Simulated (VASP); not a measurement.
Al2Pt:

```
Al Pt
1.0
     3.05513    0.00000    0.00000
    -1.52756    2.64582    0.00000
     0.00000    0.00000    6.89574
Al Pt
2 1
Direct
  0.00000 0.00000 0.64049
  0.00000 0.00000 0.35951
  0.00000 0.00000 0.00000
```

* Program: VASP 6.6.1
* Task: relaxation of cell and atoms
* Functional: PBE
* Potentials or basis: VASP PAW PBE potentials, release 64 (Al, Pt)
* Cutoff: 600 eV
* k mesh: 7 × 7 × 3
* Occupations: gaussian, width 0.2 eV
* Spin: no spin polarisation

At the start: pressure 8.7 GPa; volume 18.58 Å³/atom.

Task: Where does the relaxation end?

Result: Over 14 steps the energy falls by 931.0 meV/atom and the volume is 17.77 Å³/atom (-4.4 %); space group P6/mmm (No. 191, to 0.05 Å).

Step by step:
```csv
step,energy change (eV),largest force (eV/Å),pressure (GPa),volume (Å³)
1,0.0000,9.9909,8.66,55.74
2,-2.5498,0.1127,-6.90,62.16
3,-2.5501,0.1123,-6.88,62.17
4,-2.6579,0.5720,5.53,54.67
5,-2.7006,0.4126,0.35,57.02
6,-2.7134,0.2216,-0.13,57.08
7,-2.7140,0.1743,-0.28,57.09
8,-2.7233,0.1696,-0.45,56.84
9,-2.7500,0.1487,-0.84,56.09
10,-2.7873,0.0251,-1.43,54.55
11,-2.7874,0.0647,-1.57,53.98
12,-2.7887,0.0122,-1.50,54.29
13,-2.7920,0.0136,0.74,52.85
14,-2.7929,0.0064,-0.01,53.30
```

Final structure:
```yaml
crystal:
  lattice:
    - [2.74134, 0.00000, 0.00000]
    - [-1.37067, 2.37407, 0.00000]
    - [0.00000, 0.00000, 8.19009]
  atoms:
    - { symbol: Al, position: [0.00000, 0.00000, 0.68625] }
    - { symbol: Al, position: [0.00000, 0.00000, 0.31375] }
    - { symbol: Pt, position: [0.00000, 0.00000, 0.00000] }
```

Caveat: the relaxation stopped at a loose force limit of 0.08 eV/Å, so its end isn't a converged minimum.
